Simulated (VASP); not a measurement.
Write the native input for VASP 6.6.1 that does the following.

```
Task                   : single point
Functional             : PBE
Potentials or basis    : VASP PAW PBE potentials, release 64 (Ge_d)
Cutoff                 : 520 eV
k mesh                 : 6 × 6 × 6
Occupations            : fermi-dirac, width 0.1 eV
Spin                   : no spin polarisation
Dipole correction      : no
Further INCAR settings : ALGO = Normal; EDIFF = 1e-06; NBANDS = 21
```

The structure of Ge lies in POSCAR:

```
Ge
1.0
    3.9062360693      0.0000000000      0.0000000000
    1.9531180346      3.3828996692      0.0000000000
    1.9531180346      1.1276332231      3.1894283948
Ge
2
Direct
    0.0000000000      0.0000000000      0.0000000000
    0.2500000000      0.2500000000      0.2500000000
```

These files were run (other wordings do the same):

INCAR

```
ALGO     = Normal         # electronic algorithm
EDIFF    = 1E-6           # SCF threshold, eV
ENCUT    = 520            # plane-wave cutoff, eV
GGA      = PE             # functional
ISIF     = 2              # what is computed and relaxed
ISMEAR   = -1             # smearing method
LASPH    = T              # aspherical terms in the spheres
LCHARG   = T              # write CHGCAR
LELF     = T              # ELF
LREAL    = F              # projectors in reciprocal space
LVHAR    = T            
LWAVE    = F              # write WAVECAR
NBANDS   = 21             # bands
NELM     = 60             # most SCF steps
PREC     = Accurate       # precision mode
SIGMA    = 0.1            # smearing width, eV
```

KPOINTS

```
k-points
0
Gamma
  6 6 6
```

Potentials or basis: VASP PAW PBE potentials, release 64 (Ge_d).

Launch:

```sh
$ cat potpaw_PBE.64/Ge_d/POTCAR > POTCAR
$ mpirun -np 1 vasp_std > vasp.out
```

It gave:

- Pressure: 9.9 GPa
- Band gap on the k mesh: 0.41 eV, indirect (least direct gap 0.71 eV)

Run time: 30 s on 1 thread of AMD EPYC 7571, on a shared host, peak memory 0.13 GiB.
